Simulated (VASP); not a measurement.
Here is a VASP 6.6.1 calculation.

File INCAR:

```
SYSTEM = HfN
PREC = Accurate
ENCUT = 520
EDIFF = 1E-6
ISMEAR = 0
SIGMA = 0.15
LREAL = .FALSE.
LASPH = .TRUE.
NELM = 80
ALGO = Normal
ISIF = 2
LWAVE = .FALSE.
LCHARG = .FALSE.
GGA = PE
NBANDS = 14
```

Contents of KPOINTS:

```
regular mesh
0
G
  18 18 18
  0 0 0
```

POSCAR

```
HfN
1.0
    0.0000000000      2.0782800000      2.3493600000
    2.0782800000      0.0000000000      2.3493600000
    2.0782800000      2.0782800000      0.0000000000
Hf N
1 1
Direct
    0.0000000000      0.0000000000      0.0000000000
    0.5000000000      0.5000000000      0.5000000000
```

Potentials or basis: VASP PAW PBE potentials, release 64 (Hf_pv, N).

Command:

```bash
$ cat potpaw_PBE.64/Hf_pv/POTCAR potpaw_PBE.64/N/POTCAR > POTCAR
$ mpirun -np 1 vasp_std > vasp.out
```

(1) What does it give for the pressure?

(2) Predict the band gap on the k mesh.

Results:

(1) 63.7 GPa.

(2) zero (an odd number of electrons rules out a gap without spin polarisation).

Caveat: the cell differs from its parent crystal (strain -0.080 along x and y, +0.040 along z); the cell stands under pressure; spin-orbit coupling is left out, which moves the levels of the heavy elements.
